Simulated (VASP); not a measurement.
# MgO: single point with PBEsol

MgO:

```
Mg O
1.0
     3.57637    0.00000    0.00000
    -1.78818    3.09723    0.00000
     0.00000    0.00000    3.99882
Mg O
2 2
Cartesian
  1.7882 1.0574 2.9991
  0.0000 2.0398 0.9997
  1.7882 1.0140 0.9997
  0.0000 2.0832 2.9991
```

This cell differs from its parent crystal: mode 5 frozen in at +0.024 Å, strain +e along z and -e/2 along x and y -0.0467.

```json
{
  "Program": "VASP 6.6.1",
  "Task": "single point",
  "Functional": "PBEsol",
  "Potentials or basis": "VASP PAW PBE potentials, release 64 (Mg, O)",
  "Cutoff": "520 eV",
  "k mesh": "9 × 9 × 6",
  "Occupations": "gaussian, width 0.05 eV",
  "Spin": "no spin polarisation"
}
```

The pressure is 1.6 GPa and the largest force is 0.176 eV/Å. The band gap on the k mesh is 3.36 eV, direct.

Forces on the atoms (eV/Å):
```
Mg   0.000 -0.176  0.000
Mg   0.000  0.176  0.000
O    0.000  0.116  0.000
O    0.000 -0.116  0.000
```

Stress tensor (GPa, compression positive):
```
-3.14  0.00  0.00
 0.00 -3.41  0.00
 0.00  0.00 11.33
```

Levels at points of the mesh, in eV from the valence-band top:
| k point | band 5 | band 6 | band 7 | band 8 | band 9 | band 10 | band 11 | band 12 |
| --- | --- | --- | --- | --- | --- | --- | --- | --- |
| (0.00, 0.00, 0.00) | -1.73 | -0.67 | -0.57 | 0.00 | 3.36 | 9.74 | 11.93 | 12.17 |
| (0.00, 0.00, 0.50) | -1.22 | -1.22 | -1.20 | -1.20 | 6.46 | 6.46 | 12.38 | 12.38 |

Wall time 63 s on 1 thread of Intel(R) Xeon(R) Platinum 8488C (Sapphire Rapids) (shared host), peak memory 0.2 GiB.

Caveat: the cell differs from its parent crystal (mode 5 frozen in at +0.024 Å, strain +e along z and -e/2 along x and y -0.0467); the PAW data sets were made with another functional, which shifts forces and pressure a little.
